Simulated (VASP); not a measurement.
Input of a VASP 6.6.1 run:

File INCAR:

```
PREC = Accurate
ENCUT = 520
EDIFF = 1E-6
ISMEAR = -1
SIGMA = 0.1
LREAL = False
LASPH = True
NELM = 100
ALGO = Normal
ISIF = 2
LWAVE = False
LCHARG = False
GGA = PS
NBANDS = 19
```

KPOINTS

```
Automatic mesh
0
Gamma
  11 11 11
```

POSCAR

```
Ti
1.0
    0.0000000000      2.8387640080      2.8387640080
    2.8387640080      0.0000000000      2.8387640080
    2.8387640080      2.8387640080      0.0000000000
Ti
2
Direct
    0.1250000000      0.1250000000      0.1250000000
    0.8750000000      0.8750000000      0.8750000000
```

Potentials or basis: VASP PAW PBE potentials, release 64 (Ti_sv).

Run with:

```sh
$ cat potpaw_PBE.64/Ti_sv/POTCAR > POTCAR
$ mpirun -np 1 vasp_std > vasp.out
```

(1) Estimate the band gap on the k mesh.

(2) Predict the pressure.

## Answers

(1) zero (band 12 reaches 5.27 eV, above the bottom of band 13 at 5.08 eV).

(2) -2.4 GPa.

Caveat: the PAW data sets were made with another functional, which shifts forces and pressure a little.
